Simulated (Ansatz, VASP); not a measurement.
# One calculation of B4AsN3, two programs

```
N B As
1.0
     3.95353    0.00000    0.00000
     0.00000    3.95353    0.00000
     0.00000    0.00000    3.95353
N B As
3 4 1
Direct
  0.50000 0.00000 0.00000
  0.00000 0.50000 0.00000
  0.00000 0.00000 0.50000
  0.22696 0.77304 0.77304
  0.77304 0.22696 0.77304
  0.77304 0.77304 0.22696
  0.22696 0.22696 0.22696
  0.50000 0.50000 0.50000
```

Alike in both runs: task single point; functional r2SCAN; k mesh 6 × 6 × 6; no spin polarisation.

```csv
,VASP,Ansatz
version,VASP 6.6.1,Ansatz 0.2.0
potentials or method,"VASP PAW PBE potentials, release 64 (N, B, As_d)","plane waves, PAW"
plane-wave cutoff (eV),770,500
occupations,"gaussian, width 0.01 eV",fixed
valence electrons in the cell,42,42
```

|  | VASP | Ansatz | Ansatz less VASP |
| --- | --- | --- | --- |
| gap on the k mesh at the Fermi level (eV) | 1.03 | 1.04 | +0.001 |
| pressure (GPa) | 0.6 | 0.0 | -0.53 |

VASP's potentials were made for PBE, not for r2SCAN.
